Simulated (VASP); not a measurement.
# TiO2 in VASP: further runs

TiO2 is run at these levels: PBE+U; tasks: single point.

Program: VASP 6.6.1. These are calculated values, not measurements. Logs are shortened: lines on timing, memory, paths and dates and some standing lists are left out, and cuts for length are marked.

### 1 The cell of the first run

The typed cell holds 6 atoms: a = 3.917 Å, b = 3.917 Å, c = 5.731 Å, α = 109.98°, β = 109.98°, γ = 90.00°.

### 2 Single point, PBE+U (atoms shifted along a free coordinate)

Input file INCAR:

```
SYSTEM = TiO2
  PREC = Accurate
  ENCUT = 520
  EDIFF = 1E-6
  ISMEAR = 0
  SIGMA = 0.05
  LREAL = .FALSE.
  LASPH = .TRUE.
  NELM = 150
  ALGO = Normal
  ISIF = 2
  LWAVE = .FALSE.
  LCHARG = .FALSE.
  LMAXMIX = 4
  LDAU = .TRUE.
  LDAUTYPE = 2
  LDAUL = 2 -1
  LDAUU = 4 0
  LDAUJ = 0 0
  LDAUPRINT = 1
  GGA = PE
  NBANDS = 33
```

Input file KPOINTS:

```
Automatic mesh
0
G
  6 6 6
  0 0 0
```

Input file POSCAR:

```
TiO2
1.0
    2.7694294151     -2.7695063740     -0.0206655901
    2.7694294151      2.7695063740     -0.0206655901
   -2.7318590789      0.0000000000      5.0374958942
Ti O
2 4
Direct
    0.1250069486      0.8749930514      0.2500000000
    0.8749930514      0.1250069486      0.7500000000
    0.3302226688      0.0802459441      0.6604550595
    0.6697773312      0.9197540559      0.3395449405
    0.9197540559      0.6697773312      0.8395449405
    0.0802459441      0.3302226688      0.1604550595
```

Potentials or basis: VASP PAW PBE potentials, release 64 (Ti_sv, O).

On the command line:

```
$ cat potpaw_PBE.64/Ti_sv/POTCAR potpaw_PBE.64/O/POTCAR > POTCAR
$ mpirun -np 1 vasp_std > vasp.out
```

OUTCAR:

```text
SYSTEM = TiO2
   PREC = Accurate
   ENCUT = 520
   EDIFF = 1E-6
   ISMEAR = 0
   LREAL = .FALSE.
   LASPH = .TRUE.
   NELM = 150
   ISIF = 2
   GGA = PE

 ion  position               nearest neighbor table
   1  0.125  0.875  0.250-   4 2.01   6 2.01   4 2.01   6 2.01   3 2.06   5 2.06
   2  0.875  0.125  0.750-   3 2.01   5 2.01   5 2.01   3 2.01   6 2.06   4 2.06
   3  0.330  0.080  0.660-   2 2.01   2 2.01   1 2.06
   4  0.670  0.920  0.340-   1 2.01   1 2.01   2 2.06
   5  0.920  0.670  0.840-   2 2.01   2 2.01   1 2.06
   6  0.080  0.330  0.160-   1 2.01   1 2.01   2 2.06

  LATTYP: Found a base centered monoclinic cell.
 ALAT       =     5.5390130355
 B/A-ratio  =     0.9999999481
 C/A-ratio  =     1.0345830160
 COS(beta)  =    -0.4832630161

  Lattice vectors:

 A1 = (   2.7694294151,  -2.7695063740,  -0.0206655901)
 A2 = (   2.7694294151,   2.7695063740,  -0.0206655901)
 A3 = (  -2.7318590789,   0.0000000000,   5.0374958942)

Analysis of symmetry for initial positions (statically):
=====================================================================
 Subroutine PRICEL returns:
 Original cell was already a primitive cell.

 Routine SETGRP: Setting up the symmetry group for a
 base centered monoclinic supercell.

 Subroutine GETGRP returns: Found  4 space group operations
 (whereof  2 operations were pure point group operations)
 out of a pool of  4 trial point group operations.

The static configuration has the point symmetry S_2 .
 The point group associated with its full space group is C_2h.

Analysis of symmetry for dynamics (positions and initial velocities):
=====================================================================
 Subroutine PRICEL returns:
 Original cell was already a primitive cell.

 Routine SETGRP: Setting up the symmetry group for a
 base centered monoclinic supercell.

 Subroutine GETGRP returns: Found  4 space group operations
 (whereof  2 operations were pure point group operations)
 out of a pool of  4 trial point group operations.

[... 196 lines left out ...]

spin component  2

  0.2307 -0.0010  0.0000 -0.0000 -0.0000
 -0.0010  0.0936 -0.0000  0.0000 -0.0000
  0.0000 -0.0000  0.2326  0.0018  0.0000
 -0.0000  0.0000  0.0018  0.0936 -0.0001
 -0.0000 -0.0000  0.0000 -0.0001  0.1013

 occupancies and eigenvectors

  o =  0.0936  v =  0.0000  0.0000  0.0130 -0.9999 -0.0077  0.0000  0.0000  0.0000  0.0000  0.0000      0.0000  0.0000  0.0000  0.0000  0.0000  0.0000  0.0000  0.0000  0.0000  0.0000
  o =  0.0936  v =  0.0000  0.0000  0.0000  0.0000  0.0000  0.0000  0.0000  0.0130 -0.9999 -0.0077      0.0000  0.0000  0.0000  0.0000  0.0000  0.0000  0.0000  0.0000  0.0000  0.0000
  o =  0.0936  v =  0.0000  0.0000  0.0000  0.0000  0.0000  0.0075  1.0000 -0.0000  0.0000  0.0000      0.0000  0.0000  0.0000  0.0000  0.0000  0.0000  0.0000  0.0000  0.0000  0.0000
  o =  0.0936  v =  0.0075  1.0000 -0.0000  0.0000  0.0000  0.0000  0.0000  0.0000  0.0000  0.0000      0.0000  0.0000  0.0000  0.0000  0.0000  0.0000  0.0000  0.0000  0.0000  0.0000
  o =  0.1013  v =  0.0000 -0.0000  0.0001 -0.0077  1.0000  0.0000  0.0000  0.0000  0.0000  0.0000      0.0000  0.0000  0.0000  0.0000  0.0000  0.0000  0.0000  0.0000  0.0000  0.0000
  o =  0.1013  v =  0.0000  0.0000  0.0000  0.0000  0.0000  0.0000 -0.0000  0.0001 -0.0077  1.0000      0.0000  0.0000  0.0000  0.0000  0.0000  0.0000  0.0000  0.0000  0.0000  0.0000
  o =  0.2307  v = -1.0000  0.0075  0.0000  0.0000  0.0000  0.0000  0.0000  0.0000  0.0000  0.0000      0.0000  0.0000  0.0000  0.0000  0.0000  0.0000  0.0000  0.0000  0.0000  0.0000
  o =  0.2307  v =  0.0000  0.0000  0.0000  0.0000  0.0000 -1.0000  0.0075  0.0000  0.0000  0.0000      0.0000  0.0000  0.0000  0.0000  0.0000  0.0000  0.0000  0.0000  0.0000  0.0000
  o =  0.2326  v = -0.0000  0.0000 -0.9999 -0.0130 -0.0000  0.0000  0.0000  0.0000  0.0000  0.0000      0.0000  0.0000  0.0000  0.0000  0.0000  0.0000  0.0000  0.0000  0.0000  0.0000
  o =  0.2326  v =  0.0000  0.0000  0.0000  0.0000  0.0000 -0.0000  0.0000 -0.9999 -0.0130 -0.0000      0.0000  0.0000  0.0000  0.0000  0.0000  0.0000  0.0000  0.0000  0.0000  0.0000

 number of electron      47.9999993 magnetization

 Free energy of the ion-electron system (eV)
  ---------------------------------------------------
  ext. energy  EPLUGINS =         0.00000000
  ---------------------------------------------------
  free energy    TOTEN  =       -48.38782453 eV

  energy without entropy =      -48.38782453  energy(sigma->0) =      -48.38782453

 E-fermi :   2.8173     XC(G=0): -10.1348

 val. band max:        2.5260917133   @ k =   0.5000   0.5000   0.0000
 cond. band min:       5.0155678738   @ k =   0.0000   0.0000   0.0000
 fundamental gap:      2.4894761606
 Fermi energy:         2.8172838895

 k-point     1 :       0.0000    0.0000    0.0000
  band No.  band energies     occupation
      1     -55.3069      2.00000
      2     -55.2766      2.00000
      3     -31.5685      2.00000
      4     -31.4229      2.00000
      5     -31.4229      2.00000
      6     -31.3835      2.00000
[... 853 lines left out ...]
     32       7.8943      0.00000
     33       8.0006      0.00000

 [... further k-points ...]

------------------------ aborting loop because EDIFF is reached ----------------------------------------

  FORCE on cell =-STRESS in cart. coord.  units (eV):
  Direction    XX          YY          ZZ          XY          YZ          ZX
  --------------------------------------------------------------------------------------
  -------------------------------------------------------------------------------------
  Total       -4.5390311     -4.5387827     -5.3527369      0.0000000      0.0000000     -0.0061590
  in kB      -94.4925120    -94.4873417   -111.4320545      0.0000000      0.0000000     -0.1282165
  external PRESSURE =    -100.1373027 kB  Pullay stress =       0.0000000 kB

 VOLUME and BASIS-vectors are now :
 -----------------------------------------------------------------------------
  energy-cutoff  :      520.00
  volume of cell :       76.96
      direct lattice vectors                 reciprocal lattice vectors
     2.769429415 -2.769506374 -0.020665590     0.181276175 -0.180537588  0.098306971
     2.769429415  2.769506374 -0.020665590     0.181276175  0.180537588  0.098306971
    -2.731859079  0.000000000  5.037495894     0.001487318  0.000000000  0.199317908

 POSITION                                       TOTAL-FORCE (eV/Angst)
 -----------------------------------------------------------------------------------
      2.08646      2.07709      1.23871         0.000000      0.000113      0.000000
      0.72054     -2.07709      3.75746         0.000000     -0.000113      0.000000
     -0.66751     -0.69231      3.31856        -0.002261     -0.000097     -0.243767
      3.47451      0.69231      1.67761         0.002261      0.000097      0.243767
      2.10858     -0.69231      4.19636         0.002261     -0.000097      0.243767
      0.69842      0.69231      0.79981        -0.002261      0.000097     -0.243767
 -----------------------------------------------------------------------------------
    total drift:                               -0.000000     -0.000000      0.000000

  FREE ENERGIE OF THE ION-ELECTRON SYSTEM (eV)
  ---------------------------------------------------
  free  energy   TOTEN  =       -48.3878245292 eV

  energy  without entropy=      -48.3878245292  energy(sigma->0) =      -48.38782453
```

OSZICAR:

```text
N       E                     dE             d eps       ncg     rms          rms(c)
DAV:   1     0.659678779249E+03    0.65968E+03   -0.24405E+04  4488   0.166E+03
DAV:   2     0.327678299786E+02   -0.62691E+03   -0.58783E+03  5006   0.503E+02
DAV:   3    -0.625632501203E+02   -0.95331E+02   -0.94163E+02  6234   0.186E+02
DAV:   4    -0.683904895239E+02   -0.58272E+01   -0.58154E+01  7005   0.438E+01
DAV:   5    -0.686800936838E+02   -0.28960E+00   -0.28956E+00  5830   0.697E+00    0.293E+01
DAV:   6    -0.482063149251E+02    0.20474E+02   -0.90979E+01  6406   0.859E+01    0.100E+01
DAV:   7    -0.485856542160E+02   -0.37934E+00   -0.14240E+01  6133   0.261E+01    0.694E+00
DAV:   8    -0.484611214417E+02    0.12453E+00   -0.52934E-01  5871   0.545E+00    0.519E+00
DAV:   9    -0.483862947296E+02    0.74827E-01   -0.65930E-01  6179   0.797E+00    0.164E+00
DAV:  10    -0.483958130826E+02   -0.95184E-02   -0.21604E-01  6781   0.348E+00    0.706E-01
DAV:  11    -0.483957622959E+02    0.50787E-04   -0.82798E-02  5628   0.148E+00    0.819E-01
DAV:  12    -0.483893245559E+02    0.64377E-02   -0.41343E-02  6110   0.207E+00    0.282E-01
DAV:  13    -0.483879926916E+02    0.13319E-02   -0.35595E-03  5985   0.622E-01    0.112E-01
DAV:  14    -0.483878288790E+02    0.16381E-03   -0.12690E-03  5867   0.226E-01    0.294E-02
DAV:  15    -0.483878242732E+02    0.46058E-05   -0.69110E-05  5786   0.706E-02    0.143E-02
DAV:  16    -0.483878245292E+02   -0.25604E-06   -0.19765E-06  4650   0.930E-03
   1 F= -.48387825E+02 E0= -.48387825E+02  d E =-.184874E-17
```

It took 5 min on 1 thread of Intel Xeon 8259CL, shared host; peak memory 0.28 GiB.

Results:

```yaml
Free_energy: -48.3878 eV
Pressure: -10.0 GPa
Largest_force: 0.244 eV/Å
Band_gap_on_the_k_mesh: 2.49 eV (least direct gap 2.72 eV)
```

Forces in eV/Å, atoms in the order of the input:
```
Ti   0.000  0.000  0.000
Ti   0.000  0.000  0.000
O   -0.002  0.000 -0.244
O    0.002  0.000  0.244
O    0.002  0.000  0.244
O   -0.002  0.000 -0.244
```

Stress tensor (GPa, compression positive):
```
 -9.45   0.00  -0.01
  0.00  -9.45   0.00
 -0.01   0.00 -11.14
```

Eigenvalues of the final occupation matrices:
| site | spin | trace | eigenvalues |
| --- | --- | --- | --- |
| site 1 d | 1 | 0.75 | 0.09 0.09 0.10 0.23 0.23 |
| site 1 d | 2 | 0.75 | 0.09 0.09 0.10 0.23 0.23 |
| site 2 d | 1 | 0.75 | 0.09 0.09 0.10 0.23 0.23 |
| site 2 d | 2 | 0.75 | 0.09 0.09 0.10 0.23 0.23 |

Caveat: the cell differs from its parent crystal (atoms shifted along a free coordinate); the cell stands under tension. A k mesh can miss the band edges.

### 3 Single point, PBE+U (atoms shifted along a free coordinate)

Input file INCAR:

```
SYSTEM = TiO2
ALGO = Normal ; EDIFF = 1E-7
ENCUT = 520 ; GGA = PE
ISIF = 2 ; ISMEAR = 0
LASPH = .TRUE. ; LCHARG = .TRUE.
LDAU = .TRUE. ; LDAUJ = 0 0
LDAUL = 2 -1 ; LDAUPRINT = 1
LDAUTYPE = 2 ; LDAUU = 4 0
LELF = .TRUE. ; LMAXMIX = 4
LREAL = .FALSE. ; LVHAR = .TRUE.
LWAVE = .FALSE. ; NBANDS = 33
NELM = 150 ; PREC = Accurate
SIGMA = 0.05
```

Input file KPOINTS:

```
k-points
0
G
  6 6 6
  0 0 0
```

Input file POSCAR:

```
TiO2
1.0
    2.6553285366     -2.6554023247     -0.0198141649
    2.6553285366      2.6554023247     -0.0198141649
   -2.6193061034      0.0000000000      4.8299503602
Ti O
2 4
Direct
    0.1250069486      0.8749930514      0.2500000000
    0.8749930514      0.1250069486      0.7500000000
    0.3271550908      0.0771783661      0.6543199035
    0.6728449092      0.9228216339      0.3456800965
    0.9228216339      0.6728449092      0.8456800965
    0.0771783661      0.3271550908      0.1543199035
```

Potentials or basis: VASP PAW PBE potentials, release 64 (Ti_sv, O).

On the command line:

```
$ cat potpaw_PBE.64/Ti_sv/POTCAR potpaw_PBE.64/O/POTCAR > POTCAR
$ mpirun -np 1 vasp_std > vasp.out
```

It took 4.5 min on 1 thread of Intel Xeon 8259CL, shared host; peak memory 0.25 GiB.

It converged, with:

```
Free energy            : -48.2000 eV
Pressure               : 17.9 GPa
Largest force          : 1.024 eV/Å
Band gap on the k mesh : 2.90 eV (least direct gap 3.13 eV)
```

Forces on the atoms (eV/Å):
```
Ti   0.000  0.000  0.000
Ti   0.000  0.000  0.000
O    0.008  0.000  1.024
O   -0.008  0.000 -1.024
O   -0.008  0.000 -1.024
O    0.008  0.000  1.024
```

Stress tensor (GPa, compression positive):
```
15.67  0.00  0.05
 0.00 15.67  0.00
 0.05  0.00 22.27
```

Levels at points of the mesh, in eV from the valence-band top:
| k point | band 22 | band 23 | band 24 | band 25 | band 26 | band 27 |
| --- | --- | --- | --- | --- | --- | --- |
| (0.00, 0.00, 0.00) | -0.63 | -0.37 | -0.37 | 2.90 | 3.66 | 4.88 |
| (0.50, 0.00, 0.00) | -0.85 | -0.67 | -0.63 | 3.96 | 4.19 | 4.29 |
| (0.50, 0.50, 0.00) | -1.85 | -0.11 | -0.11 | 3.96 | 3.96 | 4.42 |
| (0.00, 0.00, 0.50) | -1.11 | 0.00 | 0.00 | 3.26 | 3.26 | 4.60 |
| (0.50, 0.00, 0.50) | -0.85 | -0.67 | -0.63 | 3.96 | 4.19 | 4.29 |
| (0.50, 0.50, 0.50) | -1.85 | -0.11 | -0.11 | 3.96 | 3.96 | 4.42 |

Eigenvalues of the final occupation matrices:
| site | spin | trace | eigenvalues |
| --- | --- | --- | --- |
| site 1 d | 1 | 0.83 | 0.10 0.11 0.11 0.25 0.26 |
| site 1 d | 2 | 0.83 | 0.10 0.11 0.11 0.25 0.26 |
| site 2 d | 1 | 0.83 | 0.10 0.11 0.11 0.25 0.26 |
| site 2 d | 2 | 0.83 | 0.10 0.11 0.11 0.25 0.26 |

Caveat: the cell differs from its parent crystal (atoms shifted along a free coordinate); the cell stands under pressure; forces of over 1 eV/Å act on the atoms, so gaps and moduli don't describe the material at rest. A k mesh can miss the band edges.
